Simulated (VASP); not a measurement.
Here is a VASP 6.6.1 calculation.

File INCAR:

```
PREC = Accurate ; ENCUT = 500
EDIFF = 1E-6 ; ISMEAR = -1
SIGMA = 0.1 ; LREAL = False
LASPH = True ; NELM = 120
ALGO = Normal ; ISIF = 2
LWAVE = False ; LCHARG = False
NBANDS = 11 ; GGA_COMPAT = False
```

File KPOINTS:

```
Automatic mesh
0
Gamma
  15 15 15
```

POSCAR

```
BP
1.0
    0.0000000000      2.0892374622      2.0892374622
    2.0892374622      0.0000000000      2.0892374622
    2.0892374622      2.0892374622      0.0000000000
B P
1 1
Direct
    0.0000000000      0.0000000000      0.0000000000
    0.5000000000      0.5000000000      0.5000000000
```

Potentials or basis: VASP PAW LDA potentials, release 64 (B, P).

Command:

```sh
$ cat potpaw_LDA.64/B/POTCAR potpaw_LDA.64/P/POTCAR > POTCAR
$ mpirun -np 1 vasp_std > vasp.out
```

Q: Estimate the pressure.

A: 11.9 GPa.

Q: What does it give for the band gap on the k mesh?

A: Zero (band 4 reaches 12.53 eV, above the bottom of band 5 at 8.75 eV).
